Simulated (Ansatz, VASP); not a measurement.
## Cu: VASP beside Ansatz

The input INCAR:

```
SYSTEM = Cu
  PREC = Accurate
  ENCUT = 520
  EDIFF = 1E-6
  ISMEAR = 0
  SIGMA = 0.1
  LREAL = .False.
  LASPH = .True.
  NELM = 60
  ALGO = Normal
  ISIF = 2
  LWAVE = .False.
  LCHARG = .False.
  GGA = PE
  NBANDS = 12
```

File KPOINTS:

```
regular mesh
0
Gamma
  26 26 26
  0 0 0
```

POSCAR

```
Cu
1.0
    0.0000000000      1.7777895219      1.7777895219
    1.7777895219      0.0000000000      1.7777895219
    1.7777895219      1.7777895219      0.0000000000
Cu
1
Direct
    0.5000000000      0.5000000000      0.5000000000
```

Input for Ansatz:

```yaml
crystal:
  lattice:
    - [0.0, 1.7777895219, 1.7777895219]
    - [1.7777895219, 0.0, 1.7777895219]
    - [1.7777895219, 1.7777895219, 0.0]
  atoms:
    - { symbol: Cu, position: [0.5, 0.5, 0.5] }
basis:
  ecutwfc: 420
kpoints:
  mp_grid: { grid: [26, 26, 26] }
hamiltonian:
  xc: pbe
scf:
  occupations: { method: gaussian, width: 0.1 }
output:
  forces: true
  stress: true
  eigenvalues: true
```

Alike in both runs: task single point; functional PBE; k mesh 26 × 26 × 26; occupations gaussian, width 0.1 eV; no spin polarisation.

|  | VASP | Ansatz |
| --- | --- | --- |
| version | VASP 6.6.1 | Ansatz 0.2.0 |
| potentials or method | VASP PAW PBE potentials, release 64 (Cu), cutoff 520 eV | scalar-relativistic, plane waves, PAW |
| valence electrons in the cell | 11 | 19 |

|  | VASP | Ansatz | Ansatz less VASP |
| --- | --- | --- | --- |
| gap on the k mesh at the Fermi level (eV) | none | none | - |
| pressure (GPa) | 10.7 | 10.2 | -0.55 |

A gap of «none» marks a metal or a gap that the smearing closes. VASP's potentials hold 11 valence electrons a cell and Ansatz's 19, so a difference there can come from the potentials and not from the codes.
